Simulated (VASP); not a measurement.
# InP (F-43m) in VASP: notebook

InP is run at these levels: r2SCAN; tasks: single point.

All numbers are computed with VASP 6.6.1; they aren't measurements. Logs are shortened: lines on timing, memory, paths and dates and some standing lists are left out, and cuts for length are marked.

### 1 The cell of the first run

It takes space group F-43m (No. 216, cubic). Conventional cell: a = 5.661 Å, b = 5.661 Å, c = 5.661 Å, α = 90.00°, β = 90.00°, γ = 90.00°. Within 3.2 Å of In (site symmetry -43m) lie 4 P at 2.45 Å. Within 3.2 Å of P (site symmetry -43m) lie 4 In at 2.45 Å.

### 2 Single point, r2SCAN (22.67 Å³/atom)

Input file POSCAR:

```
InP
1.0
    0.0000000000      2.8303577487      2.8303577487
    2.8303577487      0.0000000000      2.8303577487
    2.8303577487      2.8303577487      0.0000000000
In P
1 1
Direct
    0.0000000000      0.0000000000      0.0000000000
    0.2500000000      0.2500000000      0.2500000000
```

Input file INCAR.step1:

```
SYSTEM = InP
PREC = Accurate
ENCUT = 520
ISMEAR = 0
SIGMA = 0.02
LREAL = .FALSE.
LASPH = .TRUE.
NELM = 100
NBANDS = 16
GGA = PE
ALGO = Normal
EDIFF = 1E-4
LWAVE = .TRUE.
LCHARG = .FALSE.
```

Input file INCAR.step2:

```
SYSTEM = InP
PREC = Accurate
ENCUT = 520
EDIFF = 1E-7
ISMEAR = 0
SIGMA = 0.02
LREAL = .FALSE.
LASPH = .TRUE.
NELM = 100
ALGO = Normal
ISIF = 2
LWAVE = .FALSE.
LCHARG = .TRUE.
METAGGA = R2SCAN
LMIXTAU = .TRUE.
LELF = .TRUE.
LVHAR = .TRUE.
NBANDS = 16
ISTART = 1
```

Input file KPOINTS:

```
regular mesh
0
G
  8 8 8
  0 0 0
```

Potentials or basis: VASP PAW PBE potentials, release 64 (In_d, P).

Run with:

```sh
cat potpaw_PBE.64/In_d/POTCAR potpaw_PBE.64/P/POTCAR > POTCAR
cp INCAR.step1 INCAR
mpirun -np 1 vasp_std > vasp.out
cp INCAR.step2 INCAR
mpirun -np 1 vasp_std > vasp.out
```

OUTCAR:

```text
SYSTEM = InP
   PREC = Accurate
   ENCUT = 520
   EDIFF = 1E-7
   ISMEAR = 0
   LREAL = .FALSE.
   LASPH = .TRUE.
   NELM = 100
   ISIF = 2
   METAGGA = R2SCAN
   ISTART = 1

 ion  position               nearest neighbor table
   1  0.000  0.000  0.000-   2 2.45   2 2.45   2 2.45   2 2.45
   2  0.250  0.250  0.250-   1 2.45   1 2.45   1 2.45   1 2.45

  LATTYP: Found a face centered cubic cell.
 ALAT       =     5.6607154974

  Lattice vectors:

 A1 = (   0.0000000000,   2.8303577487,   2.8303577487)
 A2 = (   2.8303577487,   0.0000000000,   2.8303577487)
 A3 = (   2.8303577487,   2.8303577487,   0.0000000000)

Analysis of symmetry for initial positions (statically):
=====================================================================
 Subroutine PRICEL returns:
 Original cell was already a primitive cell.

 Routine SETGRP: Setting up the symmetry group for a
 face centered cubic supercell.

 Subroutine GETGRP returns: Found 24 space group operations
 (whereof 24 operations were pure point group operations)
 out of a pool of 48 trial point group operations.

The static configuration has the point symmetry T_d .

Analysis of symmetry for dynamics (positions and initial velocities):
=====================================================================
 Subroutine PRICEL returns:
 Original cell was already a primitive cell.

 Routine SETGRP: Setting up the symmetry group for a
 face centered cubic supercell.

 Subroutine GETGRP returns: Found 24 space group operations
 (whereof 24 operations were pure point group operations)
 out of a pool of 48 trial point group operations.

The dynamic configuration has the point symmetry T_d .

 Subroutine INISYM returns: Found 24 space group operations
 (whereof 24 operations are pure point group operations),
 and found     1 'primitive' translations

----------------------------------------------------------------------------------------

                                     Primitive cell

  volume of cell :      45.3476

  direct lattice vectors                    reciprocal lattice vectors
     0.000000000  2.830357749  2.830357749    -0.176656114  0.176656114  0.176656114
     2.830357749  0.000000000  2.830357749     0.176656114 -0.176656114  0.176656114
     2.830357749  2.830357749  0.000000000     0.176656114  0.176656114 -0.176656114

  length of vectors
     4.002730315  4.002730315  4.002730315     0.305977364  0.305977364  0.305977364

  position of ions in fractional coordinates (direct lattice)
     0.000000000  0.000000000  0.000000000
     0.250000000  0.250000000  0.250000000

  ion indices of the primitive-cell ions
   primitive index   ion index
                 1           1
                 2           2

----------------------------------------------------------------------------------------

 KPOINTS: regular mesh

Automatic generation of k-mesh.
 Grid dimensions read from file:
 generate k-points for:    8    8    8

 Generating k-lattice:

  Cartesian coordinates                     Fractional coordinates (reciprocal lattice)
    -0.022082014  0.022082014  0.022082014     0.125000000  0.000000000  0.000000000
     0.022082014 -0.022082014  0.022082014     0.000000000  0.125000000  0.000000000
     0.022082014  0.022082014 -0.022082014     0.000000000  0.000000000  0.125000000

  Length of vectors
     0.038247171  0.038247171  0.038247171

  Shift w.r.t. Gamma in fractional coordinates (k-lattice)
     0.000000000  0.000000000  0.000000000

 Subroutine IBZKPT returns following result:
 ===========================================

 Found     29 irreducible k-points:

 Following reciprocal coordinates:
            Coordinates               Weight
  0.000000  0.000000  0.000000      1.000000
  0.125000  0.000000  0.000000      8.000000
  0.250000  0.000000  0.000000      8.000000
  0.375000  0.000000  0.000000      8.000000
  0.500000  0.000000  0.000000      4.000000
  0.125000  0.125000  0.000000      6.000000
[... 16 lines left out ...]
  0.500000  0.250000  0.125000     48.000000
 -0.375000  0.250000  0.125000     24.000000
 [... further k-points ...]
   k-points           NKPTS =     29   k-points in BZ     NKDIM =     29   number of bands    NBANDS=     16
   number of dos      NEDOS =    301   number of ions     NIONS =      2
   total plane-waves  NPLWV =  27000
   dimension x,y,z NGX =    30 NGY =   30 NGZ =   30
   dimension x,y,z NGXF=    60 NGYF=   60 NGZF=   60
   ions per type =               1   1
   NGX,Y,Z   is equivalent  to a cutoff of  12.46, 12.46, 12.46 a.u.
   NGXF,Y,Z  is equivalent  to a cutoff of  24.92, 24.92, 24.92 a.u.
 SYSTEM =  InP
   PREC   = accura    normal or accurate (medium, high low for compatibility)
   ISTART =      1    job   : 0-new  1-cont  2-samecut
   ICHARG =      0    charge: 1-file 2-atom 10-const
   ISPIN  =      1    spin polarized calculation?
   LNONCOLLINEAR =      F non collinear calculations
   LSORBIT =      F    spin-orbit coupling
   LASPH  =      T    aspherical Exc in radial PAW
   ENCUT  =  520.0 eV  38.22 Ry    6.18 a.u.   7.44  7.44  7.44*2*pi/ulx,y,z
   NELM   =    100;   NELMIN=  2; NELMDL=  0     # of ELM steps
   EDIFF  = 0.1E-06   stopping-criterion for ELM
   LREAL  =      F    real-space projection
   EDIFFG = 0.1E-05   stopping-criterion for IOM
   NSW    =      0    number of steps for IOM
   IBRION =     -1    ionic relax: 0-MD 1-quasi-New 2-CG
   NFREE  =      0    steps in history (QN), initial steepest desc. (CG)
   ISIF   =      2    stress and relaxation
   ISYM   =      2    0-nonsym 1-usesym 2-fastsym
   POTIM  = 0.5000    time-step for ionic-motion
   TEBEG  =    0.0;   TEEND  =   0.0 temperature during run
   PSTRESS=    0.0 pullay stress
   NELECT =      18.0000    total number of electrons
   NUPDOWN=      -1.0000    fix difference up-down
   EMIN   =  10.00;   EMAX   =-10.00  energy-range for DOS
   EFERMI =   0.00;   METHOD = LEGACY
   ISMEAR =     0;   SIGMA  =   0.02  broadening in eV -4-tet -1-fermi 0-gaus
   EFERMI_NEDOS =   21; number of points for ismear=-14 and -15
   IALGO  =     38    algorithm
   IMIX   =      4    mixing-type and parameters
     AMIX     =   0.40;   BMIX     =  1.00
     AMIX_MAG =   1.60;   BMIX_MAG =  1.00
  volume/ion in A,a.u.               =      22.67       153.01
  Fermi-wavevector in a.u.,A,eV,Ry     =   1.203135  2.273595 19.694891  1.447534
  Thomas-Fermi vector in A             =   2.338897
   LORBIT       =      0    0 simple, 1 ext, 2 COOP (PROOUT), +10 PAW based schemes
   METAGGA = R2SCAN    functional components
   LHFCALC =     F    Hartree Fock is set to
   AEXX    =    0.0000 exact exchange contribution
   IVDW    =     0    specifies the selected vdW correction
   LEPSILON=     F    determine dielectric tensor
   LRPA    =     F    only Hartree local field effects (RPA)
 non-spin polarized calculation
 Gauss-broadening in eV      SIGMA  =   0.02
  energy-cutoff  :      520.00
  volume of cell :       45.35
 maximum number of plane-waves:      1243
 NGX is ok and might be reduce to    30
   NGX = 15   NGY = 15   NGZ = 15

 number of electron      17.9999991 magnetization

 Free energy of the ion-electron system (eV)
  ---------------------------------------------------
  ext. energy  EPLUGINS =         0.00000000
  ---------------------------------------------------
  free energy    TOTEN  =       -32.10076112 eV

  energy without entropy =      -32.10076112  energy(sigma->0) =      -32.10076112

 E-fermi :   6.3252     XC(G=0): -10.3835

 val. band max:        6.2382705550   @ k =   0.0000   0.0000   0.0000
 cond. band min:       8.0074153893   @ k =   0.0000   0.0000   0.0000
 fundamental gap:      1.7691448343
 Fermi energy:         6.3252396627

 k-point     1 :       0.0000    0.0000    0.0000
  band No.  band energies     occupation
      1      -8.6757      2.00000
      2      -8.6757      2.00000
      3      -8.6757      2.00000
      4      -8.4307      2.00000
      5      -8.4307      2.00000
      6      -6.5602      2.00000
[... 8 lines left out ...]
     15      16.3127      0.00000
     16      16.3127      0.00000

 k-point     2 :       0.1250    0.0000    0.0000
  band No.  band energies     occupation
      1      -8.7114      2.00000
      2      -8.6642      2.00000
      3      -8.6642      2.00000
      4      -8.4306      2.00000
      5      -8.4306      2.00000
      6      -6.3350      2.00000
[... 8 lines left out ...]
     15      15.5952      0.00000
     16      16.6980      0.00000

 k-point     3 :       0.2500    0.0000    0.0000
  band No.  band energies     occupation
      1      -8.7871      2.00000
      2      -8.6396      2.00000
      3      -8.6396      2.00000
      4      -8.4270      2.00000
      5      -8.4270      2.00000
      6      -5.7115      2.00000
[... 8 lines left out ...]
     15      15.3717      0.00000
     16      16.1577      0.00000

 k-point     4 :       0.3750    0.0000    0.0000
  band No.  band energies     occupation
      1      -8.8527      2.00000
      2      -8.6206      2.00000
      3      -8.6206      2.00000
      4      -8.4172      2.00000
      5      -8.4172      2.00000
      6      -4.8647      2.00000
[... 8 lines left out ...]
     15      16.4766      0.00000
     16      16.4766      0.00000
[... 324 lines left out ...]
 k-point    22 :       0.3750    0.2500    0.1250
  band No.  band energies     occupation
      1      -8.8447      2.00000
      2      -8.6099      2.00000
      3      -8.6002      2.00000
      4      -8.4558      2.00000
      5      -8.4078      2.00000
      6      -5.2010      2.00000
[... 8 lines left out ...]
     15      17.2977      0.00000
     16      19.0545      0.00000

 k-point    23 :       0.5000    0.2500    0.1250
  band No.  band energies     occupation
      1      -8.8826      2.00000
      2      -8.6000      2.00000
      3      -8.5777      2.00000
      4      -8.4501      2.00000
      5      -8.4076      2.00000
      6      -4.4225      2.00000
[... 8 lines left out ...]
     15      18.1540      0.00000
     16      18.6464      0.00000

 k-point    24 :      -0.3750    0.2500    0.1250
  band No.  band energies     occupation
      1      -8.8963      2.00000
      2      -8.5983      2.00000
      3      -8.5697      2.00000
      4      -8.4411      2.00000
      5      -8.4115      2.00000
      6      -3.9658      2.00000
[... 8 lines left out ...]
     15      17.7966      0.00000
     16      18.6780      0.00000

 [... further k-points ...]

------------------------ aborting loop because EDIFF is reached ----------------------------------------

  FORCE on cell =-STRESS in cart. coord.  units (eV):
  Direction    XX          YY          ZZ          XY          YZ          ZX
  --------------------------------------------------------------------------------------
  -------------------------------------------------------------------------------------
  Total        3.2425607      3.2425607      3.2425607      0.0000000      0.0000000      0.0000000
  in kB      114.5630852    114.5630852    114.5630852      0.0000000      0.0000000      0.0000000
  external PRESSURE =     114.5630852 kB  Pullay stress =       0.0000000 kB

 VOLUME and BASIS-vectors are now :
 -----------------------------------------------------------------------------
  energy-cutoff  :      520.00
  volume of cell :       45.35
      direct lattice vectors                 reciprocal lattice vectors
     0.000000000  2.830357749  2.830357749    -0.176656114  0.176656114  0.176656114
     2.830357749  0.000000000  2.830357749     0.176656114 -0.176656114  0.176656114
     2.830357749  2.830357749  0.000000000     0.176656114  0.176656114 -0.176656114

 POSITION                                       TOTAL-FORCE (eV/Angst)
 -----------------------------------------------------------------------------------
      0.00000      0.00000      0.00000         0.000000      0.000000     -0.000000
      1.41518      1.41518      1.41518        -0.000000     -0.000000      0.000000
 -----------------------------------------------------------------------------------
    total drift:                               -0.000004     -0.000004     -0.000004

  FREE ENERGIE OF THE ION-ELECTRON SYSTEM (eV)
  ---------------------------------------------------
  free  energy   TOTEN  =       -32.1007611228 eV

  energy  without entropy=      -32.1007611228  energy(sigma->0) =      -32.10076112
```

It took 2.3 min on 1 thread of AMD EPYC 7R13, shared host; peak memory 0.15 GiB.

Results:

```yaml
Free_energy: -32.1008 eV
Pressure: 11.5 GPa
Band_gap_on_the_k_mesh: 1.77 eV
```

Caveat: the cell stands under pressure; the PAW data sets were made with another functional, which shifts forces and pressure a little; spin-orbit coupling is left out, which moves the levels of the heavy elements. r2SCAN opens gaps a little over a GGA but as a rule still falls short of measured ones.

(Part 1 of 2 ends here.)
